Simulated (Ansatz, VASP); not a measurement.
TaN: VASP beside Ansatz

```
Ta N
1.0
     3.13384    0.00000    0.00000
    -1.56692    2.71398    0.00000
     0.00000    0.00000    6.08922
Ta N
2 2
Direct
  0.33333 0.66667 0.03137
  0.66667 0.33333 0.53137
  0.33333 0.66667 0.35363
  0.66667 0.33333 0.85363
```

Alike in both runs: functional r2SCAN; k mesh 12 × 12 × 6; occupations gaussian, width 0.1 eV; no spin polarisation.

Ansatz relaxed the structure, and its values are those at the end. VASP's run is a single point on that final structure, the one shown.

```csv
,VASP,Ansatz
version,VASP 6.6.1,Ansatz 0.2.0
potentials or method,"VASP PAW PBE potentials, release 64 (Ta_pv, N), cutoff 520 eV","scalar-relativistic, plane waves, PAW"
valence electrons in the cell,32,36
```

```tsv
	VASP	Ansatz	Ansatz less VASP
gap on the k mesh at the Fermi level (eV)	none	none	-
pressure (GPa)	1.2	0.0	-1.19
rms of the force components (eV/Å)	0.026	0.003	-0.0233
```

VASP's potentials were made for PBE, not for r2SCAN. A gap of «none» marks a metal or a gap that the smearing closes. The functional is the same, so the differences come from potentials, cutoffs and numerics. VASP's potentials hold 32 valence electrons a cell and Ansatz's 36, so a difference there can come from the potentials and not from the codes.

Spin-orbit coupling is off throughout.
